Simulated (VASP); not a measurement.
# Te (C2/m) in VASP: a series of runs

Runs on Te. Level: PBE. Tasks: single point.

All numbers are computed with VASP 6.6.1; they aren't measurements. Logs are shortened: lines on timing, memory, paths and dates and some standing lists are left out, and cuts for length are marked.

### Step 1. The cell of the first run

The structure is monoclinic, space group C2/m (No. 12). Conventional cell: a = 8.295 Å, b = 4.646 Å, c = 3.879 Å, α = 90.00°, β = 91.89°, γ = 90.00°. Within 4.0 Å of Te (site symmetry m) lie 14 Te at 2.93 to 3.92 Å. Within 3.9 Å of Te (site symmetry 2/m) lie 14 Te at 2.93 to 3.88 Å.

### Step 2. Single point, PBE (24.90 Å³/atom)

The input, INCAR:

```
SYSTEM = Te
PREC = Accurate
ENCUT = 520
EDIFF = 1E-6
ISMEAR = -1
SIGMA = 0.05
LREAL = .False.
LASPH = .True.
NELM = 100
ALGO = Normal
ISIF = 2
LWAVE = .False.
LCHARG = .True.
GGA = PE
LELF = .True.
LVHAR = .True.
NBANDS = 16
```

The input, KPOINTS:

```
regular mesh
0
Gamma
  8 8 8
  0 0 0
```

The input, POSCAR:

```
Te
1.0
    4.1476655429     -2.3227945810      0.0000000000
    4.1476655429      2.3227945810      0.0000000000
   -0.1277870079      0.0000000000      3.8765650873
Te
3
Direct
    0.6760000000      0.6760000000      0.6750000000
    0.3240000000      0.3240000000      0.3250000000
    0.0000000000      0.0000000000      0.0000000000
```

Potentials or basis: VASP PAW PBE potentials, release 64 (Te).

The run is started by

```console
$ cat potpaw_PBE.64/Te/POTCAR > POTCAR
$ mpirun -np 1 vasp_std > vasp.out
```

OUTCAR:

```text
SYSTEM = Te
   PREC = Accurate
   ENCUT = 520
   EDIFF = 1E-6
   ISMEAR = -1
   LREAL = .False.
   LASPH = .True.
   NELM = 100
   ISIF = 2
   GGA = PE

 ion  position               nearest neighbor table
   1  0.676  0.676  0.675-   3 2.93   2 2.98   2 2.98   3 3.04   3 3.04   2 3.18   2 3.61   2 3.61

   2  0.324  0.324  0.325-   3 2.93   1 2.98   1 2.98   3 3.04   3 3.04   1 3.18   1 3.61   1 3.61

   3  0.000  0.000  0.000-   1 2.93   2 2.93   1 3.04   1 3.04   2 3.04   2 3.04

  LATTYP: Found a base centered monoclinic cell.
 ALAT       =     8.2953310858
 B/A-ratio  =     0.5600245625
 C/A-ratio  =     0.4675727418
 COS(beta)  =    -0.0329460833

  Lattice vectors:

 A1 = (   4.1476655429,  -2.3227945810,   0.0000000000)
 A2 = (   4.1476655429,   2.3227945810,   0.0000000000)
 A3 = (  -0.1277870079,   0.0000000000,   3.8765650873)

Analysis of symmetry for initial positions (statically):
=====================================================================
 Subroutine PRICEL returns:
 Original cell was already a primitive cell.

 Routine SETGRP: Setting up the symmetry group for a
 base centered monoclinic supercell.

 Subroutine GETGRP returns: Found  4 space group operations
 (whereof  4 operations were pure point group operations)
 out of a pool of  4 trial point group operations.

The static configuration has the point symmetry C_2h.

Analysis of symmetry for dynamics (positions and initial velocities):
=====================================================================
 Subroutine PRICEL returns:
 Original cell was already a primitive cell.

 Routine SETGRP: Setting up the symmetry group for a
 base centered monoclinic supercell.

 Subroutine GETGRP returns: Found  4 space group operations
 (whereof  4 operations were pure point group operations)
 out of a pool of  4 trial point group operations.

The dynamic configuration has the point symmetry C_2h.

 Subroutine INISYM returns: Found  4 space group operations
 (whereof  4 operations are pure point group operations),
 and found     1 'primitive' translations

----------------------------------------------------------------------------------------

                                     Primitive cell

  volume of cell :      74.6950

[... 82 lines left out ...]
   ISTART =      0    job   : 0-new  1-cont  2-samecut
   ICHARG =      2    charge: 1-file 2-atom 10-const
   ISPIN  =      1    spin polarized calculation?
   LNONCOLLINEAR =      F non collinear calculations
   LSORBIT =      F    spin-orbit coupling
   LASPH  =      T    aspherical Exc in radial PAW
   ENCUT  =  520.0 eV  38.22 Ry    6.18 a.u.   8.84  8.84  7.21*2*pi/ulx,y,z
   NELM   =    100;   NELMIN=  2; NELMDL= -5     # of ELM steps
   EDIFF  = 0.1E-05   stopping-criterion for ELM
   LREAL  =      F    real-space projection
   EDIFFG = 0.1E-04   stopping-criterion for IOM
   NSW    =      0    number of steps for IOM
   IBRION =     -1    ionic relax: 0-MD 1-quasi-New 2-CG
   NFREE  =      0    steps in history (QN), initial steepest desc. (CG)
   ISIF   =      2    stress and relaxation
   ISYM   =      2    0-nonsym 1-usesym 2-fastsym
   POTIM  = 0.5000    time-step for ionic-motion
   TEBEG  =    0.0;   TEEND  =   0.0 temperature during run
   PSTRESS=    0.0 pullay stress
   NELECT =      18.0000    total number of electrons
   NUPDOWN=      -1.0000    fix difference up-down
   EMIN   =  10.00;   EMAX   =-10.00  energy-range for DOS
   EFERMI =   0.00;   METHOD = LEGACY
   ISMEAR =    -1;   SIGMA  =   0.05  broadening in eV -4-tet -1-fermi 0-gaus
   EFERMI_NEDOS =   21; number of points for ismear=-14 and -15
   IALGO  =     38    algorithm
   IMIX   =      4    mixing-type and parameters
     AMIX     =   0.40;   BMIX     =  1.00
     AMIX_MAG =   1.60;   BMIX_MAG =  1.00
  volume/ion in A,a.u.               =      24.90       168.02
  Fermi-wavevector in a.u.,A,eV,Ry     =   1.018752  1.925162 14.120882  1.037856
  Thomas-Fermi vector in A             =   2.152227
   LORBIT       =      0    0 simple, 1 ext, 2 COOP (PROOUT), +10 PAW based schemes
   GGA     = PE    functional components
   LHFCALC =     F    Hartree Fock is set to
   AEXX    =    0.0000 exact exchange contribution
   IVDW    =     0    specifies the selected vdW correction
   LEPSILON=     F    determine dielectric tensor
   LRPA    =     F    only Hartree local field effects (RPA)
 non-spin polarized calculation
  energy-cutoff  :      520.00
  volume of cell :       74.70
 maximum number of plane-waves:      2033
   NGX = 17   NGY = 17   NGZ = 15

 number of electron      18.0000000 magnetization

 Free energy of the ion-electron system (eV)
  ---------------------------------------------------
  ext. energy  EPLUGINS =         0.00000000
  ---------------------------------------------------
  free energy    TOTEN  =        -8.37437192 eV

  energy without entropy =       -8.36022616  energy(sigma->0) =       -8.36729904

 E-fermi :   9.9961     XC(G=0): -10.6137

 val. band max:        9.9804004605   @ k =   0.3750   0.1250   0.2500
 cond. band min:      10.0056695289   @ k =  -0.1250   0.0000   0.1250
 fundamental gap:      0.0252690685
 Fermi energy:         9.9961342934

 k-point     1 :       0.0000    0.0000    0.0000
  band No.  band energies     occupation
      1      -5.4310      2.00000
      2       0.3920      2.00000
      3       0.4377      2.00000
      4       4.8916      2.00000
      5       5.1746      2.00000
      6       5.7189      2.00000
[... 433 lines left out ...]
      3       0.2030      2.00000
      4       3.7532      2.00000
      5       4.1563      2.00000
      6       7.3372      2.00000
[... 8 lines left out ...]
     15      17.1793      0.00000
     16      18.0372      0.00000

 [... further k-points ...]
[... 5 lines left out ...]
  --------------------------------------------------------------------------------------
  -------------------------------------------------------------------------------------
  Total        7.7453243      7.7797431      6.7029089      0.0000000      0.0000000      0.4915899
  in kB      166.1340228    166.8722910    143.7746398      0.0000000      0.0000000     10.5444023
  external PRESSURE =     158.9269845 kB  Pullay stress =       0.0000000 kB

 VOLUME and BASIS-vectors are now :
 -----------------------------------------------------------------------------
  energy-cutoff  :      520.00
  volume of cell :       74.70
      direct lattice vectors                 reciprocal lattice vectors
     4.147665543 -2.322794581  0.000000000     0.120549739 -0.215257950  0.003973799
     4.147665543  2.322794581  0.000000000     0.120549739  0.215257950  0.003973799
    -0.127787008  0.000000000  3.876565087     0.000000000  0.000000000  0.257960328

 POSITION                                       TOTAL-FORCE (eV/Angst)
 -----------------------------------------------------------------------------------
      5.52139      0.00000      2.61668        -0.648590      0.000000     -0.241106
      2.64616      0.00000      1.25988         0.648590      0.000000      0.241106
      0.00000      0.00000      0.00000        -0.000000      0.000000      0.000000
 -----------------------------------------------------------------------------------
    total drift:                               -0.000000      0.000000      0.000000

  FREE ENERGIE OF THE ION-ELECTRON SYSTEM (eV)
  ---------------------------------------------------
  free  energy   TOTEN  =        -8.3743719191 eV

  energy  without entropy=       -8.3602261563  energy(sigma->0) =       -8.36729904
```

It took 2.6 min on 1 thread of Intel Xeon Platinum 8375C at 2.90GHz (Ice Lake), shared host; peak memory 0.28 GiB.

Results:

```
Free energy            : -8.3744 eV
Pressure               : 15.9 GPa
Largest force          : 0.692 eV/Å
Band gap on the k mesh : zero (bands 9 and 10 overlap by 3.89 eV)
```

Forces on the atoms (eV/Å):
```
Te  -0.649  0.000 -0.241
Te   0.649  0.000  0.241
Te   0.000  0.000  0.000
```

Levels at points of the mesh, in eV from the Fermi level:
```
           k point  band 7  band 8  band 9  band 10  band 11  band 12
(0.00, 0.00, 0.00)   -4.25   -2.41   -2.08     1.70     3.16     3.54
(0.50, 0.00, 0.00)   -2.79    0.17    0.28     0.49     0.92     2.67
(0.50, 0.50, 0.00)   -2.40    0.44    0.62     0.73     0.78     2.23
(0.00, 0.00, 0.50)   -2.83   -2.07   -2.06    -2.02    -1.84    -1.23
(0.50, 0.00, 0.50)   -4.21   -4.03    1.87     2.01     2.14     3.40
(0.50, 0.50, 0.50)   -4.20   -4.03    1.64     1.94     2.50     2.82
```

Caveat: the cell stands under pressure; spin-orbit coupling is left out, which moves the levels of the heavy elements.

### Step 3. Single point, PBE (equal xx and yy strain of -2 %)

The input, INCAR:

```
PREC = Accurate
ENCUT = 520
EDIFF = 1E-6
ISMEAR = -1
SIGMA = 0.05
LREAL = F
LASPH = T
NELM = 60
ALGO = Normal
ISIF = 2
LWAVE = F
LCHARG = T
GGA = PE
LELF = T
LVHAR = T
NBANDS = 16
```

The input, KPOINTS:

```
Automatic mesh
0
Gamma
  8 8 8
```

The input, POSCAR:

```
Te
1.0
    4.1494180000     -2.3237760000      0.0000000000
    4.1494180000      2.3237760000      0.0000000000
   -0.1278410000      0.0000000000      3.9573500000
Te
3
Direct
    0.6760000000      0.6760000000      0.6750000000
    0.3240000000      0.3240000000      0.3250000000
    0.0000000000      0.0000000000      0.0000000000
```

Potentials or basis: VASP PAW PBE potentials, release 64 (Te).

The run is started by

```console
$ cat potpaw_PBE.64/Te/POTCAR > POTCAR
$ mpirun -np 1 vasp_std > vasp.out
```

It took 1.7 min on 1 thread of Intel Xeon 8259CL, shared host; peak memory 0.28 GiB.

It converged, with:

```
Free energy            : -8.5119 eV
Pressure               : 14.1 GPa
Largest force          : 0.644 eV/Å
Band gap on the k mesh : zero (bands 9 and 10 overlap by 3.83 eV)
```

Forces on the atoms (eV/Å):
```
Te  -0.596  0.000 -0.244
Te   0.596  0.000  0.244
Te   0.000  0.000  0.000
```

Stress tensor (GPa, compression positive):
```
14.83  0.00  0.87
 0.00 14.81  0.00
 0.87  0.00 12.67
```

Levels at points of the mesh, in eV from the Fermi level:
| k point | band 6 | band 7 | band 8 | band 9 | band 10 | band 11 | band 12 | band 13 |
| --- | --- | --- | --- | --- | --- | --- | --- | --- |
| (0.00, 0.00, 0.00) | -4.14 | -4.12 | -2.46 | -2.14 | 1.56 | 2.97 | 3.34 | 5.64 |
| (0.50, 0.00, 0.00) | -2.94 | -2.91 | 0.15 | 0.22 | 0.42 | 0.89 | 2.57 | 3.94 |
| (0.50, 0.50, 0.00) | -2.99 | -2.51 | 0.43 | 0.58 | 0.66 | 0.73 | 2.15 | 3.62 |
| (0.00, 0.00, 0.50) | -2.77 | -2.70 | -2.01 | -2.00 | -1.96 | -1.78 | -1.18 | 2.55 |
| (0.50, 0.00, 0.50) | -4.67 | -4.10 | -3.96 | 1.87 | 2.07 | 2.12 | 3.38 | 6.79 |
| (0.50, 0.50, 0.50) | -4.25 | -4.08 | -3.92 | 1.72 | 1.91 | 2.47 | 2.83 | 6.66 |

Caveat: the cell differs from its parent crystal (equal xx and yy strain of -2 %); the cell stands under pressure; spin-orbit coupling is left out, which moves the levels of the heavy elements.
